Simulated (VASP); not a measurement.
# ScTiTe3 (Pm-3m) in VASP: a series of runs

ScTiTe3 is run at these levels: PBE; tasks: single point.

All numbers are computed with VASP 6.6.1; they aren't measurements. Logs are shortened: lines on timing, memory, paths and dates and some standing lists are left out, and cuts for length are marked.

**1. The cell of the first run**

It takes space group Pm-3m (No. 221, cubic). The conventional cell has a = 5.333 Å, b = 5.333 Å, c = 5.333 Å, α = 90.00°, β = 90.00°, γ = 90.00°. Within 5.0 Å of Sc (site symmetry m-3m) lie 12 Te at 3.77 Å and 8 Ti at 4.62 Å. Ti (site symmetry m-3m) has 6 Te at 2.67 Å within 3.5 Å. Te (site symmetry 4/mmm) has 2 Ti at 2.67 Å within 3.5 Å.

The cell was generated, and may not be a known phase.

**2. Single point, PBE, collinear spin**

The input, INCAR:

```
SYSTEM = ScTiTe3
PREC = Accurate ; ENCUT = 520
EDIFF = 1E-6 ; ISMEAR = 0
SIGMA = 0.1 ; LREAL = .False.
LASPH = .True. ; NELM = 150
ALGO = Normal ; ISIF = 2
LWAVE = .False. ; LCHARG = .False.
ISPIN = 2 ; MAGMOM = 0.76 0.2 0 0 0
LORBIT = 11 ; LMAXMIX = 4
GGA = PE ; NBANDS = 32
```

The input, KPOINTS:

```
Automatic mesh
0
Gamma
  8 8 8
  0 0 0
```

The input, POSCAR:

```
ScTiTe3
1.0
    5.3333198039      0.0000000000      0.0000000000
    0.0000000000      5.3333198039      0.0000000000
    0.0000000000      0.0000000000      5.3333198039
Sc Ti Te
1 1 3
Direct
    0.0000000000      0.0000000000      0.0000000000
    0.5000000000      0.5000000000      0.5000000000
    0.5000000000      0.5000000000      0.0000000000
    0.0000000000      0.5000000000      0.5000000000
    0.5000000000      0.0000000000      0.5000000000
```

Potentials or basis: VASP PAW PBE potentials, release 64 (Sc_sv, Ti_sv, Te).

Command:

```
$ cat potpaw_PBE.64/Sc_sv/POTCAR potpaw_PBE.64/Ti_sv/POTCAR potpaw_PBE.64/Te/POTCAR > POTCAR
$ mpirun -np 1 vasp_std > vasp.out
```

OUTCAR:

```text
SYSTEM = ScTiTe3
   PREC = Accurate
   ENCUT = 520
   EDIFF = 1E-6
   ISMEAR = 0
   LREAL = .False.
   LASPH = .True.
   NELM = 150
   ISIF = 2
   ISPIN = 2
   LORBIT = 11
   GGA = PE

 ion  position               nearest neighbor table
   1  0.000  0.000  0.000-
   2  0.500  0.500  0.500-   3 2.67   4 2.67   5 2.67   3 2.67   5 2.67   4 2.67
   3  0.500  0.500  0.000-   2 2.67   2 2.67
   4  0.000  0.500  0.500-   2 2.67   2 2.67
   5  0.500  0.000  0.500-   2 2.67   2 2.67

  LATTYP: Found a simple cubic cell.
 ALAT       =     5.3333198039

  Lattice vectors:

 A1 = (   5.3333198039,   0.0000000000,   0.0000000000)
 A2 = (   0.0000000000,   5.3333198039,   0.0000000000)
 A3 = (   0.0000000000,   0.0000000000,   5.3333198039)

Analysis of symmetry for initial positions (statically):
=====================================================================
 Subroutine PRICEL returns:
 Original cell was already a primitive cell.

 Routine SETGRP: Setting up the symmetry group for a
 simple cubic supercell.

 Subroutine GETGRP returns: Found 48 space group operations
 (whereof 48 operations were pure point group operations)
 out of a pool of 48 trial point group operations.

The static configuration has the point symmetry O_h .

Analysis of symmetry for dynamics (positions and initial velocities):
=====================================================================
 Subroutine PRICEL returns:
 Original cell was already a primitive cell.

 Routine SETGRP: Setting up the symmetry group for a
 simple cubic supercell.

 Subroutine GETGRP returns: Found 48 space group operations
 (whereof 48 operations were pure point group operations)
 out of a pool of 48 trial point group operations.

The dynamic configuration has the point symmetry O_h .

Analysis of structural, dynamic, and magnetic symmetry:
=====================================================================
 Subroutine PRICEL returns:
 Original cell was already a primitive cell.

 Routine SETGRP: Setting up the symmetry group for a
 simple cubic supercell.

 Subroutine GETGRP returns: Found 48 space group operations
 (whereof 48 operations were pure point group operations)
 out of a pool of 48 trial point group operations.

The overall configuration has the point symmetry O_h .

 Subroutine INISYM returns: Found 48 space group operations
 (whereof 48 operations are pure point group operations),
 and found     1 'primitive' translations

[... 134 lines left out ...]
  volume of cell :      151.70
 maximum number of plane-waves:      4116
 NGX is ok and might be reduce to    40
   NGX = 19   NGY = 19   NGZ = 19

 number of electron      41.0000006 magnetization       0.0008240

 number of electron      41.0000006 magnetization      -0.0002075

 Free energy of the ion-electron system (eV)
  ---------------------------------------------------
  ext. energy  EPLUGINS =         0.00000000
  ---------------------------------------------------
  free energy    TOTEN  =       -24.31926310 eV

  energy without entropy =      -24.28928251  energy(sigma->0) =      -24.30427281

 E-fermi :   5.8520     XC(G=0):  -9.2611

 val. band max:        5.8296807175   @ k =   0.1250   0.0000   0.0000
 cond. band min:       5.8542242643   @ k =   0.2500   0.2500   0.1250
 fundamental gap:      0.0245435468
 Fermi energy:         5.8519583513

 spin component 1

 k-point     1 :       0.0000    0.0000    0.0000
  band No.  band energies     occupation
      1     -51.8657      1.00000
      2     -45.7449      1.00000
      3     -28.1638      1.00000
      4     -28.1638      1.00000
      5     -28.1638      1.00000
      6     -24.3263      1.00000
[... 829 lines left out ...]
     31       9.5631      0.00000
     32       9.7195      0.00000

 [... further k-points ...]

 spin component 2

 k-point     1 :       0.0000    0.0000    0.0000
  band No.  band energies     occupation
      1     -51.8658      1.00000
      2     -45.7450      1.00000
      3     -28.1639      1.00000
      4     -28.1639      1.00000
      5     -28.1639      1.00000
      6     -24.3264      1.00000
[... 829 lines left out ...]
     31       9.5631      0.00000
     32       9.7194      0.00000

 [... further k-points ...]

------------------------ aborting loop because EDIFF is reached ----------------------------------------

  FORCE on cell =-STRESS in cart. coord.  units (eV):
  Direction    XX          YY          ZZ          XY          YZ          ZX
  --------------------------------------------------------------------------------------
  -------------------------------------------------------------------------------------
  Total       -0.2900955     -0.2900955     -0.2900955      0.0000000     -0.0000000      0.0000000
  in kB       -3.0637878     -3.0637878     -3.0637878      0.0000000     -0.0000000      0.0000000
  external PRESSURE =      -3.0637878 kB  Pullay stress =       0.0000000 kB

 VOLUME and BASIS-vectors are now :
 -----------------------------------------------------------------------------
  energy-cutoff  :      520.00
  volume of cell :      151.70
      direct lattice vectors                 reciprocal lattice vectors
     5.333319804  0.000000000  0.000000000     0.187500476  0.000000000  0.000000000
     0.000000000  5.333319804  0.000000000     0.000000000  0.187500476  0.000000000
     0.000000000  0.000000000  5.333319804     0.000000000  0.000000000  0.187500476

 POSITION                                       TOTAL-FORCE (eV/Angst)
 -----------------------------------------------------------------------------------
      0.00000      0.00000      0.00000         0.000000      0.000000      0.000000
      2.66666      2.66666      2.66666         0.000000      0.000000      0.000000
      2.66666      2.66666      0.00000         0.000000      0.000000      0.000000
      0.00000      2.66666      2.66666         0.000000      0.000000      0.000000
      2.66666      0.00000      2.66666         0.000000      0.000000      0.000000
 -----------------------------------------------------------------------------------
    total drift:                                0.000000      0.000000     -0.000000

  FREE ENERGIE OF THE ION-ELECTRON SYSTEM (eV)
  ---------------------------------------------------
  free  energy   TOTEN  =       -24.3192631038 eV

  energy  without entropy=      -24.2892825130  energy(sigma->0) =      -24.30427281

 total charge

# of ion       s       p       d       tot
------------------------------------------
    1        2.116   5.986   0.942   9.044
    2        2.170   6.139   1.967  10.275
    3        1.379   2.020   0.031   3.430
    4        1.379   2.020   0.031   3.430
    5        1.379   2.020   0.031   3.430
--------------------------------------------------
tot          8.424  18.183   3.004  29.611

 magnetization (x)

# of ion       s       p       d       tot
------------------------------------------
    1       -0.000  -0.000  -0.000  -0.000
    2       -0.000  -0.000  -0.000  -0.000
    3        0.000   0.000  -0.000   0.000
    4        0.000   0.000  -0.000   0.000
    5        0.000   0.000  -0.000   0.000
--------------------------------------------------
tot         -0.000   0.000  -0.000  -0.000
```

OSZICAR:

```text
N       E                     dE             d eps       ncg     rms          rms(c)
DAV:   1     0.382158716565E+03    0.38216E+03   -0.17047E+04  4520   0.117E+03
DAV:   2     0.170235673237E+02   -0.36514E+03   -0.35439E+03  4480   0.364E+02
DAV:   3    -0.252298332988E+02   -0.42253E+02   -0.40520E+02  7616   0.105E+02
DAV:   4    -0.293717098307E+02   -0.41419E+01   -0.41050E+01  7096   0.259E+01
[... 22 lines left out ...]
DAV:  27    -0.243193215166E+02   -0.40496E-04   -0.68560E-05  5520   0.577E-02    0.653E-02
DAV:  28    -0.243193085426E+02    0.12974E-04   -0.70326E-06  5544   0.123E-02    0.557E-02
DAV:  29    -0.243192592542E+02    0.49288E-04   -0.15825E-04  5744   0.532E-02    0.118E-02
DAV:  30    -0.243192621263E+02   -0.28721E-05   -0.13365E-05  6032   0.196E-02    0.514E-03
DAV:  31    -0.243192631038E+02   -0.97751E-06   -0.10654E-06  3680   0.940E-03
   1 F= -.24319263E+02 E0= -.24304273E+02  d E =-.299806E-01  mag=     0.0001
```

Wall time 7.6 min (1 thread of AMD EPYC 9R45 (Zen 5), shared host); peak memory 0.45 GiB.

What came out:

- Free energy: -24.3193 eV
- Pressure: -0.3 GPa
- Net moment: 0.00 μB per cell
- Valence electrons inside the program's atomic spheres: Sc 9.04; Ti 10.28; Te 3.43

Levels at points of the mesh, in eV from the Fermi level:
Spin up:
```
           k point  band 18  band 19  band 20  band 21  band 22  band 23
(0.00, 0.00, 0.00)    -0.63    -0.63    -0.63    -0.40    -0.40    -0.40
(0.50, 0.00, 0.00)    -2.39    -0.91    -0.91    -0.43     0.16     0.31
(0.50, 0.50, 0.00)    -2.49    -2.49    -0.23     0.16     0.32     0.43
(0.50, 0.50, 0.50)    -0.57     0.33     0.33     0.33     0.38     0.38
```
Spin down:
| k point | band 18 | band 19 | band 20 | band 21 | band 22 | band 23 |
| --- | --- | --- | --- | --- | --- | --- |
| (0.00, 0.00, 0.00) | -0.63 | -0.63 | -0.63 | -0.40 | -0.40 | -0.40 |
| (0.50, 0.00, 0.00) | -2.39 | -0.91 | -0.91 | -0.43 | 0.16 | 0.31 |
| (0.50, 0.50, 0.00) | -2.49 | -2.49 | -0.23 | 0.16 | 0.32 | 0.43 |
| (0.50, 0.50, 0.50) | -0.57 | 0.33 | 0.33 | 0.33 | 0.38 | 0.38 |

Caveat: spin-orbit coupling is left out, which moves the levels of the heavy elements.

**3. Single point, PBE, collinear spin**

This run uses another cell than the first one, of 29.91 Å³/atom.

The input, INCAR:

```
SYSTEM = ScTiTe3
ALGO     = Normal         ! electronic algorithm
EDIFF    = 1E-6           ! SCF threshold, eV
ENCUT    = 520            ! plane-wave cutoff, eV
GGA      = PE             ! functional
ISIF     = 2              ! what is computed and relaxed
ISMEAR   = 0              ! smearing method
ISPIN    = 2              ! spin polarisation
LASPH    = .TRUE.         ! aspherical terms in the spheres
LCHARG   = .TRUE.         ! write CHGCAR
LELF     = .TRUE.         ! ELF
LMAXMIX  = 4              ! l up to which the mixer works
LORBIT   = 11             ! projections on sites
LREAL    = .FALSE.        ! projectors in reciprocal space
LVHAR    = .TRUE.       
LWAVE    = .FALSE.        ! write WAVECAR
MAGMOM   = 1 1 0 0 0      ! initial moments
NBANDS   = 32             ! bands
NELM     = 150            ! most SCF steps
PREC     = Accurate       ! precision mode
SIGMA    = 0.1            ! smearing width, eV
```

The input, KPOINTS:

```
k-points
0
G
  4 4 4
  0 0 0
```

POSCAR: that of step 2 with these lines changed.

```diff
@@ -2,5 +2,5 @@
 1.0
-    5.3333198039      0.0000000000      0.0000000000
-    0.0000000000      5.3333198039      0.0000000000
-    0.0000000000      0.0000000000      5.3333198039
+    5.3081201240      0.0000000000      0.0000000000
+    0.0000000000      5.3081201240      0.0000000000
+    0.0000000000      0.0000000000      5.3081201240
 Sc Ti Te
```

Potentials or basis: VASP PAW PBE potentials, release 64 (Sc_sv, Ti_sv, Te).

Command:

```
$ cat potpaw_PBE.64/Sc_sv/POTCAR potpaw_PBE.64/Ti_sv/POTCAR potpaw_PBE.64/Te/POTCAR > POTCAR
$ mpirun -np 1 vasp_std > vasp.out
```

Wall time 96 s (1 thread of AMD EPYC 9R45 (Zen 5), shared host); peak memory 0.29 GiB.

The run converged. Its results:

* Free energy: -24.3928 eV
* Pressure: 0.5 GPa
* Net moment: 0.89 μB per cell
* Site moments: Sc +0.59; Ti +0.19; Te -0.04 μB
* Valence electrons inside the program's atomic spheres: Sc 9.07; Ti 10.29; Te 3.44

Levels at points of the mesh, in eV from the Fermi level:
Spin up:
```tsv
k point	band 19	band 20	band 21	band 22	band 23	band 24
(0.00, 0.00, 0.00)	-0.71	-0.71	-0.49	-0.35	-0.35	-0.35
(0.50, 0.00, 0.00)	-0.86	-0.86	-0.54	0.10	0.21	0.77
(0.50, 0.50, 0.00)	-2.49	-0.32	-0.04	0.37	0.39	0.42
(0.50, 0.50, 0.50)	0.18	0.18	0.39	0.39	0.39	0.47
```
Spin down:
| k point | band 16 | band 17 | band 18 | band 19 | band 20 | band 21 | band 22 | band 23 | band 24 | band 25 |
| --- | --- | --- | --- | --- | --- | --- | --- | --- | --- | --- |
| (0.00, 0.00, 0.00) | -1.34 | -1.34 | -0.52 | -0.52 | -0.52 | -0.35 | -0.35 | -0.35 | -0.10 | 0.33 |
| (0.50, 0.00, 0.00) | -2.98 | -2.98 | -2.32 | -0.83 | -0.83 | -0.35 | 0.54 | 0.87 | 0.93 | 1.16 |
| (0.50, 0.50, 0.00) | -3.03 | -2.96 | -2.47 | -2.47 | 0.00 | 0.58 | 0.68 | 0.70 | 0.70 | 0.84 |
| (0.50, 0.50, 0.50) | -3.22 | -3.22 | -0.30 | 0.41 | 0.41 | 0.41 | 0.73 | 0.73 | 0.73 | 0.96 |

Caveat: a moment this small can come from the mesh or the smearing; spin-orbit coupling is left out, which moves the levels of the heavy elements.
